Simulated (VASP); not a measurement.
# GeW (P6_3/mmc) in VASP: further runs

Runs on GeW. Level: PBE. Tasks: relaxation of cell and atoms, single point.

Program: VASP 6.6.1. These are calculated values, not measurements. Logs are shortened: lines on timing, memory, paths and dates and some standing lists are left out, and cuts for length are marked.

## 1. The cell of the first run

It takes space group P6_3/mmc (No. 194, hexagonal). Conventional cell: a = 3.642 Å, b = 3.642 Å, c = 5.167 Å, α = 90.00°, β = 90.00°, γ = 120.00°. Ge (site symmetry -6m2) has 6 W at 2.47 Å and 6 Ge at 3.33 Å within 3.4 Å. Within 3.3 Å of W (site symmetry -3m) lie 6 Ge at 2.47 Å and 2 W at 2.58 Å.

The cell was built from a structure type or drawn by symmetry, and may not be a known phase.

## 2. Relaxation of cell and atoms, PBE

The input, INCAR:

```
SYSTEM = GeW
ALGO     = Normal         ! electronic algorithm
EDIFF    = 1E-6           ! SCF threshold, eV
EDIFFG   = -0.04          ! ionic threshold
ENCUT    = 600            ! plane-wave cutoff, eV
GGA      = PE             ! functional
IBRION   = 2              ! ionic algorithm
ISIF     = 3              ! what is computed and relaxed
ISMEAR   = 0              ! smearing method
LASPH    = .True.         ! aspherical terms in the spheres
LCHARG   = .False.        ! write CHGCAR
LREAL    = .False.        ! projectors in reciprocal space
LWAVE    = .False.        ! write WAVECAR
NELM     = 60             ! most SCF steps
NSW      = 90             ! ionic steps
PREC     = Accurate       ! precision mode
SIGMA    = 0.1            ! smearing width, eV
```

The input, KPOINTS:

```
k-points
0
Gamma
  6 6 4
  0 0 0
```

The input, POSCAR:

```
GeW
1.0
    3.6422913500      0.0000000000      0.0000000000
   -1.8211456700      3.1543168300      0.0000000000
    0.0000000000      0.0000000000      5.1667589400
Ge W
2 2
Direct
    0.3333333300      0.6666666700      0.2500000000
    0.6666666700      0.3333333300      0.7500000000
    0.0000000000      0.0000000000      0.0000000000
    0.0000000000      0.0000000000      0.5000000000
```

Potentials or basis: VASP PAW PBE potentials, release 64 (Ge_d, W_sv).

Run with:

```sh
> cat potpaw_PBE.64/Ge_d/POTCAR potpaw_PBE.64/W_sv/POTCAR > POTCAR
> mpirun -np 1 vasp_std > vasp.out
```

OUTCAR:

```text
SYSTEM = GeW
   EDIFF = 1E-6
   EDIFFG = -0.04
   ENCUT = 600
   GGA = PE
   IBRION = 2
   ISIF = 3
   ISMEAR = 0
   LASPH = .True.
   LREAL = .False.
   NELM = 60
   NSW = 90
   PREC = Accurate

 ion  position               nearest neighbor table
   1  0.333  0.667  0.250-   3 2.47   4 2.47   3 2.47   4 2.47   3 2.47   4 2.47
   2  0.667  0.333  0.750-   3 2.47   4 2.47   3 2.47   4 2.47   3 2.47   4 2.47
   3  0.000  0.000  0.000-   1 2.47   2 2.47   1 2.47   2 2.47   2 2.47   1 2.47   4 2.58   4 2.58

   4  0.000  0.000  0.500-   1 2.47   2 2.47   1 2.47   2 2.47   2 2.47   1 2.47   3 2.58   3 2.58

  LATTYP: Found a hexagonal cell.
 ALAT       =     3.6422913500
 C/A-ratio  =     1.4185463060

  Lattice vectors:

 A1 = (   3.6422913500,   0.0000000000,   0.0000000000)
 A2 = (  -1.8211456700,   3.1543168300,   0.0000000000)
 A3 = (   0.0000000000,   0.0000000000,   5.1667589400)

Analysis of symmetry for initial positions (statically):
=====================================================================
 Subroutine PRICEL returns:
 Original cell was already a primitive cell.

 Routine SETGRP: Setting up the symmetry group for a
 hexagonal supercell.

 Subroutine GETGRP returns: Found 24 space group operations
 (whereof 12 operations were pure point group operations)
 out of a pool of 24 trial point group operations.

The static configuration has the point symmetry D_3d.
 The point group associated with its full space group is D_6h.

Analysis of symmetry for dynamics (positions and initial velocities):
=====================================================================
 Subroutine PRICEL returns:
 Original cell was already a primitive cell.

 Routine SETGRP: Setting up the symmetry group for a
 hexagonal supercell.

 Subroutine GETGRP returns: Found 24 space group operations
 (whereof 12 operations were pure point group operations)
 out of a pool of 24 trial point group operations.

The dynamic configuration has the point symmetry D_3d.
 The point group associated with its full space group is D_6h.

 Subroutine INISYM returns: Found 24 space group operations
 (whereof 12 operations are pure point group operations),
 and found     1 'primitive' translations

----------------------------------------------------------------------------------------

                                     Primitive cell

  volume of cell :      59.3606

  direct lattice vectors                    reciprocal lattice vectors
     3.642291350  0.000000000  0.000000000     0.274552446  0.158512929  0.000000000
    -1.821145670  3.154316830  0.000000000     0.000000000  0.317025858  0.000000000
     0.000000000  0.000000000  5.166758940     0.000000000  0.000000000  0.193544931

  length of vectors
     3.642291350  3.642291341  5.166758940     0.317025857  0.317025858  0.193544931

  position of ions in fractional coordinates (direct lattice)
     0.333333330  0.666666670  0.250000000
     0.666666670  0.333333330  0.750000000
     0.000000000  0.000000000  0.000000000
     0.000000000  0.000000000  0.500000000

  ion indices of the primitive-cell ions
   primitive index   ion index
                 1           1
                 2           2
                 3           3
                 4           4

----------------------------------------------------------------------------------------

 KPOINTS: k-points

Automatic generation of k-mesh.
 Grid dimensions read from file:
 generate k-points for:    6    6    4

 Generating k-lattice:

  Cartesian coordinates                     Fractional coordinates (reciprocal lattice)
     0.045758741  0.026418821  0.000000000     0.166666667 -0.000000000  0.000000000
     0.000000000  0.052837643  0.000000000     0.000000000  0.166666667  0.000000000
     0.000000000  0.000000000  0.048386233     0.000000000  0.000000000  0.250000000

  Length of vectors
     0.052837643  0.052837643  0.048386233

  Shift w.r.t. Gamma in fractional coordinates (k-lattice)
     0.000000000  0.000000000  0.000000000

 Subroutine IBZKPT returns following result:
 ===========================================

 Found     21 irreducible k-points:

 Following reciprocal coordinates:
            Coordinates               Weight
  0.000000  0.000000  0.000000      1.000000
  0.166667  0.000000  0.000000      6.000000
  0.333333 -0.000000  0.000000      6.000000
  0.500000 -0.000000  0.000000      3.000000
  0.166667  0.166667  0.000000      6.000000
  0.333333  0.166667  0.000000     12.000000
[... 13 lines left out ...]
  0.333333  0.166667  0.500000     12.000000
  0.333333  0.333333  0.500000      2.000000
   k-points           NKPTS =     21   k-points in BZ     NKDIM =     21   number of bands    NBANDS=     33
   number of dos      NEDOS =    301   number of ions     NIONS =      4
   total plane-waves  NPLWV =  37800
   dimension x,y,z NGX =    30 NGY =   30 NGZ =   42
   dimension x,y,z NGXF=    60 NGYF=   60 NGZF=   84
   ions per type =               2   2
   NGX,Y,Z   is equivalent  to a cutoff of  13.69, 13.69, 13.51 a.u.
   NGXF,Y,Z  is equivalent  to a cutoff of  27.39, 27.39, 27.03 a.u.
 SYSTEM =  GeW
   PREC   = accura    normal or accurate (medium, high low for compatibility)
   ISTART =      0    job   : 0-new  1-cont  2-samecut
   ICHARG =      2    charge: 1-file 2-atom 10-const
   ISPIN  =      1    spin polarized calculation?
   LNONCOLLINEAR =      F non collinear calculations
   LSORBIT =      F    spin-orbit coupling
   LASPH  =      T    aspherical Exc in radial PAW
   ENCUT  =  600.0 eV  44.10 Ry    6.64 a.u.   7.27  7.27 10.32*2*pi/ulx,y,z
   NELM   =     60;   NELMIN=  2; NELMDL= -5     # of ELM steps
   EDIFF  = 0.1E-05   stopping-criterion for ELM
   LREAL  =      F    real-space projection
   EDIFFG = -.4E-01   stopping-criterion for IOM
   NSW    =     90    number of steps for IOM
   IBRION =      2    ionic relax: 0-MD 1-quasi-New 2-CG
   NFREE  =      1    steps in history (QN), initial steepest desc. (CG)
   ISIF   =      3    stress and relaxation
   ISYM   =      2    0-nonsym 1-usesym 2-fastsym
   POTIM  = 0.5000    time-step for ionic-motion
   TEBEG  =    0.0;   TEEND  =   0.0 temperature during run
   PSTRESS=    0.0 pullay stress
   NELECT =      56.0000    total number of electrons
   NUPDOWN=      -1.0000    fix difference up-down
   EMIN   =  10.00;   EMAX   =-10.00  energy-range for DOS
   EFERMI =   0.00;   METHOD = LEGACY
   ISMEAR =     0;   SIGMA  =   0.10  broadening in eV -4-tet -1-fermi 0-gaus
   EFERMI_NEDOS =   21; number of points for ismear=-14 and -15
   IALGO  =     38    algorithm
   IMIX   =      4    mixing-type and parameters
     AMIX     =   0.40;   BMIX     =  1.00
     AMIX_MAG =   1.60;   BMIX_MAG =  1.00
  volume/ion in A,a.u.               =      14.84       100.15
  Fermi-wavevector in a.u.,A,eV,Ry     =   1.605603  3.034149 35.075279  2.577960
  Thomas-Fermi vector in A             =   2.701923
   LORBIT       =      0    0 simple, 1 ext, 2 COOP (PROOUT), +10 PAW based schemes
   GGA     = PE    functional components
   LHFCALC =     F    Hartree Fock is set to
   AEXX    =    0.0000 exact exchange contribution
   IVDW    =     0    specifies the selected vdW correction
   LEPSILON=     F    determine dielectric tensor
   LRPA    =     F    only Hartree local field effects (RPA)
 conjugate gradient relaxation of ions
 non-spin polarized calculation
 Gauss-broadening in eV      SIGMA  =   0.10
  energy-cutoff  :      600.00
  volume of cell :       59.36
 maximum number of plane-waves:      2001
 NGX is ok and might be reduce to    30
   NGX = 15   NGY = 15   NGZ = 21

--------------------------------------- Ionic step        1  -------------------------------------------

 number of electron      55.9999990 magnetization

 Free energy of the ion-electron system (eV)
  ---------------------------------------------------
  ext. energy  EPLUGINS =         0.00000000
  ---------------------------------------------------
  free energy    TOTEN  =       -30.94084976 eV

  energy without entropy =      -30.91140386  energy(sigma->0) =      -30.92612681

------------------------ aborting loop because EDIFF is reached ----------------------------------------

  FORCE on cell =-STRESS in cart. coord.  units (eV):
  Direction    XX          YY          ZZ          XY          YZ          ZX
  --------------------------------------------------------------------------------------
  -------------------------------------------------------------------------------------
  Total       15.0839599     15.0839598     26.7824056      0.0000000      0.0000000      0.0000000
  in kB      407.1249851    407.1249832    722.8729428      0.0000006      0.0000000      0.0000000
  external PRESSURE =     512.3743037 kB  Pullay stress =       0.0000000 kB
[... 25 lines left out ...]
--------------------------------------- Ionic step        2  -------------------------------------------

 number of electron      56.0000046 magnetization

 E-fermi :   3.9630     XC(G=0): -10.0232

 val. band max:        3.9291303673   @ k =   0.1667   0.1667   0.5000
 cond. band min:       3.9692400097   @ k =   0.3333   0.3333   0.2500
 fundamental gap:      0.0401096424
 Fermi energy:         3.9629835184

 k-point     1 :       0.0000    0.0000    0.0000
  band No.  band energies     occupation
      1     -70.7876      2.00000
      2     -70.7852      2.00000
      3     -34.8984      2.00000
      4     -34.8984      2.00000
      5     -34.8909      2.00000
      6     -34.8909      2.00000
[... 814 lines left out ...]
  FREE ENERGIE OF THE ION-ELECTRON SYSTEM (eV)
  ---------------------------------------------------
  free  energy   TOTEN  =       -32.7128475441 eV

  energy  without entropy=      -32.6891900123  energy(sigma->0) =      -32.70101878

 E-fermi :  10.3228     XC(G=0): -13.0878

 val. band max:       10.2559572856   @ k =   0.1667   0.0000   0.0000
 cond. band min:      10.4485442203   @ k =   0.1667   0.1667   0.0000
 fundamental gap:      0.1925869347
 Fermi energy:        10.3227504692

 k-point     1 :       0.0000    0.0000    0.0000
  band No.  band energies     occupation
      1     -63.6562      2.00000
      2     -63.6554      2.00000
      3     -28.0798      2.00000
      4     -28.0199      2.00000
      5     -27.6695      2.00000
      6     -27.6695      2.00000
[... 745 lines left out ...]
     32      13.1094      0.00000
     33      13.2580      0.00000

[... ionic steps 4 to 22 ...]

--------------------------------------- Ionic step       23  -------------------------------------------

 number of electron      56.0000072 magnetization

------------------------ aborting loop because EDIFF is reached ----------------------------------------
[... 71 lines left out ...]
--------------------------------------- Ionic step       25  -------------------------------------------

 number of electron      56.0000072 magnetization

 Free energy of the ion-electron system (eV)
  ---------------------------------------------------
  ext. energy  EPLUGINS =         0.00000000
  ---------------------------------------------------
  free energy    TOTEN  =       -33.95371923 eV

  energy without entropy =      -33.94628901  energy(sigma->0) =      -33.95000412

 E-fermi :   9.6185     XC(G=0): -12.8199

 val. band max:        9.5904170545   @ k =   0.0000   0.0000   0.0000
 cond. band min:       9.6716762977   @ k =   0.1667   0.1667   0.2500
 fundamental gap:      0.0812592432
 Fermi energy:         9.6184668348

 k-point     1 :       0.0000    0.0000    0.0000
  band No.  band energies     occupation
      1     -64.4235      2.00000
      2     -64.4227      2.00000
      3     -28.7850      2.00000
      4     -28.7240      2.00000
      5     -28.4723      2.00000
      6     -28.4723      2.00000
[... 776 lines left out ...]
  FREE ENERGIE OF THE ION-ELECTRON SYSTEM (eV)
  ---------------------------------------------------
  free  energy   TOTEN  =       -33.9537192282 eV

  energy  without entropy=      -33.9462890053  energy(sigma->0) =      -33.95000412

 reached required accuracy - stopping structural energy minimisation
```

It took 21 min on 1 thread of Intel Xeon Platinum 8488C (Sapphire Rapids), shared host; peak memory 0.22 GiB.

Results:

| Property | Result |
| --- | --- |
| Free energy | -33.9537 eV |
| Relaxed volume | 16.05 Å³/atom |
| Relaxed cell | a = 3.173 Å, b = 3.173 Å, c = 7.367 Å, α = 90.00°, β = 90.00°, γ = 120.00° |
| Space group after relaxing (to 0.1 Å) | P6_3/mmc (No. 194) |
| Pressure after relaxing | 0.1 GPa |
| Band gap on the k mesh | zero (bands 28 and 29 overlap by 0.65 eV) |

Final structure:
```yaml
crystal:
  lattice:
    - [3.17255, 0.00000, 0.00000]
    - [-1.58628, 2.74751, 0.00000]
    - [0.00000, 0.00000, 7.36686]
  atoms:
    - { symbol: Ge, position: [0.33333, 0.66667, 0.25000] }
    - { symbol: Ge, position: [0.66667, 0.33333, 0.75000] }
    - { symbol: W, position: [0.00000, 0.00000, 0.00000] }
    - { symbol: W, position: [0.00000, 0.00000, 0.50000] }
```

Caveat: a cell axis changed by over 15 % at a fixed basis, so the end point is rough; spin-orbit coupling is left out, which moves the levels of the heavy elements.

[end of part 1 of 2]
